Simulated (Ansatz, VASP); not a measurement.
WSe2: VASP beside Ansatz

The input INCAR:

```
PREC = Accurate
ENCUT = 520
EDIFF = 1E-6
ISMEAR = 0
SIGMA = 0.05
LREAL = False
LASPH = True
NELM = 100
ALGO = Normal
ISIF = 2
LWAVE = False
LCHARG = False
GGA = PS
NBANDS = 20
```

KPOINTS

```
Automatic mesh
0
Gamma
  12 12 2
```

POSCAR

```
WSe2
1.0
    3.2702526784      0.0000000000      0.0000000000
   -1.6351263392      2.8321218963      0.0000000000
    0.0000000000      0.0000000000     16.6612169706
W Se
1 2
Direct
    0.0000000000      0.0000000000      0.0045014719
    0.3333333333      0.6666666667      0.1003992721
    0.3333333333      0.6666666667      0.8996007279
```

Input for Ansatz:

```yaml
crystal:
  lattice:
    - [3.2702526784, 0.0, 0.0]
    - [-1.6351263392, 2.8321218963, 0.0]
    - [0.0, 0.0, 16.6612169706]
  atoms:
    - { symbol: W, position: [0.0, 0.0, 0.0045014719] }
    - { symbol: Se, position: [0.3333333333, 0.6666666667, 0.1003992721] }
    - { symbol: Se, position: [0.3333333333, 0.6666666667, 0.8996007279] }
basis:
  ecutwfc: 420
kpoints:
  mp_grid: { grid: [12, 12, 2] }
hamiltonian:
  xc: pbesol
scf:
  occupations: { method: gaussian, width: 0.05 }
output:
  forces: true
  stress: true
  eigenvalues: true
```

Change from the starting cell: all W atoms moved +0.075 Å, as atom 1 along Cartesian [0 0 1].

Alike in both runs: task single point; functional PBEsol; k mesh 12 × 12 × 2; occupations gaussian, width 0.05 eV; no spin polarisation.

|  | VASP | Ansatz |
| --- | --- | --- |
| version | VASP 6.6.1 | Ansatz 0.2.0 |
| potentials or method | VASP PAW PBE potentials, release 64 (W_sv, Se), cutoff 520 eV | scalar-relativistic, plane waves, PAW |
| valence electrons in the cell | 26 | 46 |

VASP gave:

| Item | Value |
| --- | --- |
| gap on the k mesh at the Fermi level (eV) | 1.65 |
| least direct gap on the mesh (eV) | 1.69 |
| rms of the force components (eV/Å) | 0.918 |

Question: Which values does Ansatz return?

Answer: gap on the k mesh at the Fermi level (eV): 1.65; least direct gap on the mesh (eV): 1.70; rms of the force components (eV/Å): 0.909.

VASP's potentials were made for PBE, not for PBEsol. Atom by atom the forces differ by 0.030 eV/Å (rms over components). The functional is the same, so the differences come from potentials, cutoffs and numerics. VASP's potentials hold 26 valence electrons a cell and Ansatz's 46, so a difference there can come from the potentials and not from the codes.

Neither program's run includes spin-orbit coupling.
